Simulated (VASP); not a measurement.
Runs of VASP 6.6.1 on BAs (ae). The structure is that of space group F-43m (No. 216), or close to it. The cells are those of the table. 

```csv
task,cell,gap on the mesh (eV),pressure (GPa)
single point,"a = 3.331 Å, angles 60.0°, 2 atoms",1.13,10.1
single point,"a = 3.499 Å, angles 60.0°, 2 atoms",1.28,-9.0
single point,"a = 3.366 Å, angles 60.0°, 2 atoms",1.16,5.0
single point,"a = 3.400 Å, angles 60.0°, 2 atoms",1.20,(b)
relaxation of cell and atoms,"relaxed from a = 3.414 Å, angles 60.0°, 2 atoms",1.20,0.0
single point,"a = 3.295 Å, angles 60.0°, 2 atoms",1.10,(c)
single point,"a = 3.467 Å, angles 60.0°, 2 atoms",1.25,(a)
single point,"a = 3.434 Å, angles 60.0°, 2 atoms",1.23,(d)
```

Alike in all rows: level PBE; potentials or basis VASP PAW PBE potentials, release 64 (B, As); no spin polarisation; k mesh 10 × 10 × 10; cutoff (eV) 500; smearing gaussian 0.02 eV.

Problem. Fill in the values left out.

Solution. (a) -6.3; (b) 0.6; (c) 16.0; (d) -3.1.

A k mesh can miss the band edges, and the runs leave out spin-orbit coupling on As.
